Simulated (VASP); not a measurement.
# HPt6 in VASP: further runs

The runs below take HPt6 through single point, with PBE.

Program: VASP 6.6.1. These are calculated values, not measurements. Logs are shortened: lines on timing, memory, paths and dates and some standing lists are left out, and cuts for length are marked.

## (1) The cell of the first run

The cell holds a slab with vacuum, 14 atoms: a = 5.615 Å, b = 5.615 Å, c = 22.620 Å, α = 90.00°, β = 90.00°, γ = 120.00°.

## (2) Single point, PBE

Input file INCAR:

```
ALGO = Normal
DIPOL = 0.5 0.5 0.310
EDIFF = 1E-6
ENCUT = 520
GGA = PE
IDIPOL = 3
ISIF = 2
ISMEAR = 0
LASPH = T
LCHARG = F
LDIPOL = T
LREAL = F
LWAVE = F
NBANDS = 74
NELM = 100
PREC = Accurate
SIGMA = 0.1
```

Input file KPOINTS:

```
k-points
0
Gamma
  6 6 1
```

Input file POSCAR:

```
HPt6
1.0
    5.6145835605      0.0000000000      0.0000000000
   -2.8072917802      4.8623719950      0.0000000000
    0.0000000000      0.0000000000     22.6197373747
Pt H
12 2
Direct
    0.3333333333      0.1666666667      0.1768367127
    0.3333333333      0.6666666667      0.1768367127
    0.8333333333      0.1666666667      0.1768367127
    0.8333333333      0.6666666667      0.1768367127
    0.1666666667      0.3333333333      0.2789580515
    0.1666666667      0.8333333333      0.2789580515
    0.6666666667      0.3333333333      0.2789580515
    0.6666666667      0.8333333333      0.2789580515
    0.0000000000      0.0000000000      0.3810715055
    0.0000000000      0.5000000000      0.3810715055
    0.5000000000      0.0000000000      0.3810715055
    0.5000000000      0.5000000000      0.3810715055
    0.1892786072      0.3785572143      0.4960153687
    0.3107213928      0.6214427857      0.4960153687
```

Potentials or basis: VASP PAW PBE potentials, release 64 (Pt, H).

On the command line:

```
cat potpaw_PBE.64/Pt/POTCAR potpaw_PBE.64/H/POTCAR > POTCAR
mpirun -np 1 vasp_std > vasp.out
```

OUTCAR:

```text
EDIFF = 1E-6
   ENCUT = 520
   GGA = PE
   ISIF = 2
   ISMEAR = 0
   LASPH = T
   LREAL = F
   NELM = 100
   PREC = Accurate

 ion  position               nearest neighbor table
   1  0.333  0.167  0.177-   2 2.81   2 2.81   4 2.81   4 2.81   3 2.81   3 2.81   5 2.82   6 2.82
                             7 2.82
   2  0.333  0.667  0.177-   1 2.81   1 2.81   3 2.81   3 2.81   4 2.81   4 2.81   6 2.82   5 2.82
                             8 2.82
   3  0.833  0.167  0.177-   4 2.81   4 2.81   2 2.81   2 2.81   1 2.81   1 2.81   7 2.82   8 2.82
                             5 2.82
   4  0.833  0.667  0.177-   3 2.81   3 2.81   1 2.81   1 2.81   2 2.81   2 2.81   8 2.82   7 2.82
                             6 2.82
   5  0.167  0.333  0.279-   6 2.81   6 2.81   8 2.81   8 2.81   7 2.81   7 2.81   9 2.82  12 2.82
                            10 2.82   1 2.82   2 2.82   3 2.82
   6  0.167  0.833  0.279-   5 2.81   5 2.81   7 2.81   7 2.81   8 2.81   8 2.81  10 2.82  11 2.82
                             9 2.82   2 2.82   1 2.82   4 2.82
   7  0.667  0.333  0.279-   8 2.81   8 2.81   6 2.81   6 2.81   5 2.81   5 2.81  11 2.82  10 2.82
                            12 2.82   3 2.82   4 2.82   1 2.82
   8  0.667  0.833  0.279-   7 2.81   7 2.81   5 2.81   5 2.81   6 2.81   6 2.81  12 2.82   9 2.82
                            11 2.82   4 2.82   3 2.82   2 2.82
   9  0.000  0.000  0.381-  10 2.81  10 2.81  12 2.81  12 2.81  11 2.81  11 2.81   5 2.82   8 2.82
                             6 2.82
  10  0.000  0.500  0.381-   9 2.81   9 2.81  11 2.81  11 2.81  12 2.81  12 2.81   6 2.82   7 2.82
                             5 2.82
  11  0.500  0.000  0.381-  12 2.81  12 2.81  10 2.81  10 2.81   9 2.81   9 2.81   7 2.82   6 2.82
                             8 2.82
  12  0.500  0.500  0.381-  11 2.81  11 2.81   9 2.81   9 2.81  10 2.81  10 2.81   8 2.82   5 2.82
                             7 2.82
  13  0.189  0.379  0.496-
  14  0.311  0.621  0.496-

  LATTYP: Found a hexagonal cell.
 ALAT       =     5.6145835605
 C/A-ratio  =     4.0287471245

  Lattice vectors:

 A1 = (   5.6145835605,   0.0000000000,   0.0000000000)
 A2 = (  -2.8072917802,   4.8623719950,   0.0000000000)
 A3 = (   0.0000000000,   0.0000000000,  22.6197373747)

Analysis of symmetry for initial positions (statically):
=====================================================================
 Subroutine PRICEL returns:
 Original cell was already a primitive cell.

 Routine SETGRP: Setting up the symmetry group for a
 hexagonal supercell.

 Subroutine GETGRP returns: Found  2 space group operations
 (whereof  2 operations were pure point group operations)
 out of a pool of 24 trial point group operations.

The static configuration has the point symmetry C_1h.

Analysis of symmetry for dynamics (positions and initial velocities):
=====================================================================
 Subroutine PRICEL returns:
 Original cell was already a primitive cell.

 Routine SETGRP: Setting up the symmetry group for a
 hexagonal supercell.

 Subroutine GETGRP returns: Found  2 space group operations
 (whereof  2 operations were pure point group operations)
 out of a pool of 24 trial point group operations.

The dynamic configuration has the point symmetry C_1h.

 Subroutine INISYM returns: Found  2 space group operations
 (whereof  2 operations are pure point group operations),
 and found     1 'primitive' translations

----------------------------------------------------------------------------------------

                                     Primitive cell

  volume of cell :     617.5232

  direct lattice vectors                    reciprocal lattice vectors
     5.614583560  0.000000000  0.000000000     0.178107599  0.102830470  0.000000000
    -2.807291780  4.862371995  0.000000000     0.000000000  0.205660941  0.000000000
     0.000000000  0.000000000 22.619737375     0.000000000  0.000000000  0.044209178

  length of vectors
     5.614583560  5.614583560 22.619737375     0.205660941  0.205660941  0.044209178

  position of ions in fractional coordinates (direct lattice)
     0.333333333  0.166666667  0.176836713
     0.333333333  0.666666667  0.176836713
     0.833333333  0.166666667  0.176836713
     0.833333333  0.666666667  0.176836713
     0.166666667  0.333333333  0.278958051
     0.166666667  0.833333333  0.278958051
     0.666666667  0.333333333  0.278958051
     0.666666667  0.833333333  0.278958051
     0.000000000  0.000000000  0.381071506
     0.000000000  0.500000000  0.381071506
     0.500000000  0.000000000  0.381071506
     0.500000000  0.500000000  0.381071506
     0.189278607  0.378557214  0.496015369
     0.310721393  0.621442786  0.496015369

  ion indices of the primitive-cell ions
   primitive index   ion index
                 1           1
                 2           2
                 3           3
                 4           4
                 5           5
                 6           6
                 7           7
                 8           8
                 9           9
                10          10
                11          11
                12          12
                13          13
                14          14

----------------------------------------------------------------------------------------

 KPOINTS: k-points

Automatic generation of k-mesh.
 Grid dimensions read from file:
 generate k-points for:    6    6    1

 Generating k-lattice:

  Cartesian coordinates                     Fractional coordinates (reciprocal lattice)
     0.029684600  0.017138412  0.000000000     0.166666667  0.000000000  0.000000000
     0.000000000  0.034276824  0.000000000     0.000000000  0.166666667  0.000000000
     0.000000000  0.000000000  0.044209178     0.000000000  0.000000000  1.000000000

  Length of vectors
     0.034276824  0.034276824  0.044209178

  Shift w.r.t. Gamma in fractional coordinates (k-lattice)
     0.000000000  0.000000000  0.000000000

 Subroutine IBZKPT returns following result:
 ===========================================

 Found     13 irreducible k-points:

 Following reciprocal coordinates:
            Coordinates               Weight
  0.000000  0.000000  0.000000      1.000000
  0.166667  0.000000  0.000000      4.000000
  0.000000  0.166667  0.000000      2.000000
  0.333333  0.000000  0.000000      4.000000
  0.000000  0.333333  0.000000      2.000000
  0.500000  0.000000  0.000000      2.000000
  0.000000  0.500000  0.000000      1.000000
  0.166667  0.166667  0.000000      4.000000
 -0.333333  0.166667  0.000000      2.000000
  0.333333  0.166667  0.000000      4.000000
 -0.166667  0.500000  0.000000      4.000000
  0.500000  0.333333  0.000000      4.000000
  0.333333  0.333333  0.000000      2.000000
   k-points           NKPTS =     13   k-points in BZ     NKDIM =     13   number of bands    NBANDS=     74
   number of dos      NEDOS =    301   number of ions     NIONS =     14
   total plane-waves  NPLWV = 296352
   dimension x,y,z NGX =    42 NGY =   42 NGZ =  168
   dimension x,y,z NGXF=    84 NGYF=   84 NGZF=  336
   ions per type =              12   2
   NGX,Y,Z   is equivalent  to a cutoff of  12.44, 12.44, 12.35 a.u.
   NGXF,Y,Z  is equivalent  to a cutoff of  24.87, 24.87, 24.69 a.u.
 SYSTEM =  unknown system
   PREC   = accura    normal or accurate (medium, high low for compatibility)
   ISTART =      0    job   : 0-new  1-cont  2-samecut
   ICHARG =      2    charge: 1-file 2-atom 10-const
   ISPIN  =      1    spin polarized calculation?
   LNONCOLLINEAR =      F non collinear calculations
   LSORBIT =      F    spin-orbit coupling
   LASPH  =      T    aspherical Exc in radial PAW
   ENCUT  =  520.0 eV  38.22 Ry    6.18 a.u.  10.44 10.44 42.06*2*pi/ulx,y,z
   NELM   =    100;   NELMIN=  2; NELMDL= -5     # of ELM steps
   EDIFF  = 0.1E-05   stopping-criterion for ELM
   LREAL  =      F    real-space projection
   EDIFFG = 0.1E-04   stopping-criterion for IOM
   NSW    =      0    number of steps for IOM
   IBRION =     -1    ionic relax: 0-MD 1-quasi-New 2-CG
   NFREE  =      0    steps in history (QN), initial steepest desc. (CG)
   ISIF   =      2    stress and relaxation
   ISYM   =      2    0-nonsym 1-usesym 2-fastsym
   POTIM  = 0.5000    time-step for ionic-motion
   TEBEG  =    0.0;   TEEND  =   0.0 temperature during run
   PSTRESS=    0.0 pullay stress
   NELECT =     122.0000    total number of electrons
   NUPDOWN=      -1.0000    fix difference up-down
   EMIN   =  10.00;   EMAX   =-10.00  energy-range for DOS
   EFERMI =   0.00;   METHOD = LEGACY
   ISMEAR =     0;   SIGMA  =   0.10  broadening in eV -4-tet -1-fermi 0-gaus
   EFERMI_NEDOS =   21; number of points for ismear=-14 and -15
   IALGO  =     38    algorithm
   IMIX   =      4    mixing-type and parameters
     AMIX     =   0.40;   BMIX     =  1.00
     AMIX_MAG =   1.60;   BMIX_MAG =  1.00
  volume/ion in A,a.u.               =      44.11       297.66
  Fermi-wavevector in a.u.,A,eV,Ry     =   0.953477  1.801811 12.369314  0.909119
  Thomas-Fermi vector in A             =   2.082136
   LORBIT       =      0    0 simple, 1 ext, 2 COOP (PROOUT), +10 PAW based schemes
   GGA     = PE    functional components
   LHFCALC =     F    Hartree Fock is set to
   AEXX    =    0.0000 exact exchange contribution
   IVDW    =     0    specifies the selected vdW correction
   LEPSILON=     F    determine dielectric tensor
   LRPA    =     F    only Hartree local field effects (RPA)
 non-spin polarized calculation
 Gauss-broadening in eV      SIGMA  =   0.10
  energy-cutoff  :      520.00
  volume of cell :      617.52
 maximum number of plane-waves:     16729
 NGX is ok and might be reduce to    42
   NGX = 21   NGY = 21   NGZ = 85

 dipolmoment           0.000000      0.000000      0.008425 electrons x Angstroem

 number of electron     121.9999985 magnetization

 dipolmoment           0.000000      0.000000     -0.048103 electrons x Angstroem

 Free energy of the ion-electron system (eV)
  ---------------------------------------------------
  ext. energy  EPLUGINS =         0.00000000
  ---------------------------------------------------
  free energy    TOTEN  =       -73.31579561 eV

  energy without entropy =      -73.15222269  energy(sigma->0) =      -73.23400915

 E-fermi :  -0.7109     XC(G=0):  -5.0680

 val. band max:       -0.7114605331   @ k =   0.0000   0.0000   0.0000
 cond. band min:      -0.7102352562   @ k =   0.0000   0.0000   0.0000
 fundamental gap:      0.0012252769
 Fermi energy:        -0.7108593005

 k-point     1 :       0.0000    0.0000    0.0000
  band No.  band energies     occupation
      1      -9.5080      2.00000
      2      -7.8067      2.00000
      3      -7.3069      2.00000
      4      -6.8965      2.00000
      5      -6.8953      2.00000
      6      -6.8940      2.00000
[... 65 lines left out ...]
     72       2.1677      0.00000
     73       2.1699      0.00000

 k-point     2 :       0.1667    0.0000    0.0000
  band No.  band energies     occupation
      1      -9.2726      2.00000
      2      -7.5698      2.00000
      3      -7.0817      2.00000
      4      -6.8965      2.00000
      5      -6.7162      2.00000
      6      -6.7141      2.00000
[... 828 lines left out ...]
 k-point    13 :       0.3333    0.3333    0.0000
  band No.  band energies     occupation
      1      -7.2043      2.00000
      2      -7.1979      2.00000
      3      -7.1968      2.00000
      4      -5.9909      2.00000
      5      -5.9512      2.00000
      6      -5.9483      2.00000
[... 65 lines left out ...]
     72       4.2325      0.00000
     73       4.3687      0.00000
 [bands above 73 left out]

------------------------ aborting loop because EDIFF is reached ----------------------------------------

 vacuum level on the upper side and lower side of the slab       (xc-potential included)        -0.290         0.019

  FORCE on cell =-STRESS in cart. coord.  units (eV):
  Direction    XX          YY          ZZ          XY          YZ          ZX
  --------------------------------------------------------------------------------------
  -------------------------------------------------------------------------------------
  Total      -18.9243548    -23.9577925     -0.6764304     -0.0000000     -0.0183873     -0.0000000
  in kB      -49.0996475    -62.1590106     -1.7550133     -0.0000000     -0.0477062     -0.0000000
  external PRESSURE =     -37.6712238 kB  Pullay stress =       0.0000000 kB

 VOLUME and BASIS-vectors are now :
 -----------------------------------------------------------------------------
  energy-cutoff  :      520.00
  volume of cell :      617.52
      direct lattice vectors                 reciprocal lattice vectors
     5.614583560  0.000000000  0.000000000     0.178107599  0.102830470  0.000000000
    -2.807291780  4.862371995  0.000000000     0.000000000  0.205660941  0.000000000
     0.000000000  0.000000000 22.619737375     0.000000000  0.000000000  0.044209178

 POSITION                                       TOTAL-FORCE (eV/Angst)
 -----------------------------------------------------------------------------------
      1.40365      0.81040      4.00000        -0.011005     -0.001518      0.033670
     -0.00000      3.24158      4.00000        -0.000000     -0.005203      0.029559
      4.21094      0.81040      4.00000         0.011005     -0.001518      0.033670
      2.80729      3.24158      4.00000         0.000000      0.015821      0.025959
      0.00000      1.62079      6.30996        -0.000000     -0.015429     -0.049367
     -1.40365      4.05198      6.30996         0.006418     -0.001565     -0.002214
      2.80729      1.62079      6.30996         0.000000      0.010863     -0.048600
      1.40365      4.05198      6.30996        -0.006418     -0.001565     -0.002214
      0.00000      0.00000      8.61974        -0.000000     -0.006685     -0.010657
     -1.40365      2.43119      8.61974        -0.008852      0.014239      0.029761
      2.80729      0.00000      8.61974        -0.000000     -0.021217     -0.005986
      1.40365      2.43119      8.61974         0.008852      0.014239      0.029761
      0.00000      1.84069     11.21974         0.000000      4.281257     -0.031179
     -0.00000      3.02169     11.21974        -0.000000     -4.281718     -0.032164
 -----------------------------------------------------------------------------------
    total drift:                               -0.000000      0.000024      0.000002

  FREE ENERGIE OF THE ION-ELECTRON SYSTEM (eV)
  ---------------------------------------------------
  free  energy   TOTEN  =       -73.3157956054 eV

  energy  without entropy=      -73.1522226900  energy(sigma->0) =      -73.23400915

 vacuum level on the upper side and lower side of the slab         4.683         4.997
```

It took 54 min on 1 thread of Intel Xeon 8259CL, shared host; peak memory 0.87 GiB.

What came out:

- Free energy: -73.3158 eV
- Largest force: 4.282 eV/Å
- Band gap on the k mesh: zero (bands 61 and 62 overlap by 0.76 eV)

Forces in eV/Å, atoms in the order of the input:
```
Pt  -0.011 -0.002  0.034
Pt   0.000 -0.005  0.030
Pt   0.011 -0.002  0.034
Pt   0.000  0.016  0.026
Pt   0.000 -0.015 -0.049
Pt   0.006 -0.002 -0.002
Pt   0.000  0.011 -0.049
Pt  -0.006 -0.002 -0.002
Pt   0.000 -0.007 -0.011
Pt  -0.009  0.014  0.030
Pt   0.000 -0.021 -0.006
Pt   0.009  0.014  0.030
H    0.000  4.281 -0.031
H    0.000 -4.282 -0.032
```

Caveat: spin-orbit coupling is left out, which moves the levels of the heavy elements.

## (3) Single point, PBE

Input file INCAR:

```
SYSTEM = HPt6
PREC = Accurate ; ENCUT = 520
EDIFF = 1E-7 ; ISMEAR = 0
SIGMA = 0.1 ; LREAL = .FALSE.
LASPH = .TRUE. ; NELM = 60
ALGO = Normal ; ISIF = 2
LWAVE = .FALSE. ; LCHARG = .FALSE.
LDIPOL = .TRUE. ; IDIPOL = 3
DIPOL = 0.5 0.5 0.304 ; GGA = PE
NBANDS = 74
```

Input file KPOINTS:

```
regular mesh
0
G
  6 6 1
  0 0 0
```

Edit POSCAR of step 2 so:

```diff
@@ -20,3 +20,3 @@
     0.5000000000      0.5000000000      0.3810715055
-    0.1892786072      0.3785572143      0.4960153687
-    0.3107213928      0.6214427857      0.4960153687
+    0.1731342233      0.3462684466      0.4575533837
+    0.3268657767      0.6537315534      0.4575533837
```

Potentials or basis: VASP PAW PBE potentials, release 64 (Pt, H).

On the command line:

```
cat potpaw_PBE.64/Pt/POTCAR potpaw_PBE.64/H/POTCAR > POTCAR
mpirun -np 1 vasp_std > vasp.out
```

Run time: 71 min. Hardware: 1 thread of Intel Xeon 8259CL, shared host; peak memory 0.88 GiB.

Results (log left out):

```yaml
Free_energy: -73.4790 eV
Largest_force: 1.677 eV/Å
Band_gap_on_the_k_mesh: zero (bands 61 and 62 overlap by 0.75 eV)
```

Forces on the atoms (eV/Å):
```
Pt   0.055  0.010 -0.034
Pt   0.000  0.041  0.025
Pt  -0.055  0.010 -0.034
Pt   0.000 -0.024  0.095
Pt   0.000 -0.100 -0.300
Pt  -0.037  0.024 -0.011
Pt   0.000  0.038  0.363
Pt   0.037  0.024 -0.011
Pt   0.000  0.224  0.449
Pt   0.228 -0.017  1.032
Pt   0.000 -0.205  0.387
Pt  -0.228 -0.017  1.032
H    0.000  0.712 -1.479
H    0.000 -0.721 -1.514
```

Levels at points of the mesh, in eV from the Fermi level:
```csv
k point,band 59,band 60,band 61,band 62,band 63,band 64
"(0.00, 0.00, 0.00)",0.43,0.45,0.48,0.57,0.57,0.58
"(0.50, 0.00, 0.00)",-0.26,-0.17,-0.02,0.01,0.21,0.27
"(0.00, 0.50, 0.00)",-0.24,-0.19,-0.03,0.02,0.24,0.24
```

Caveat: spin-orbit coupling is left out, which moves the levels of the heavy elements.
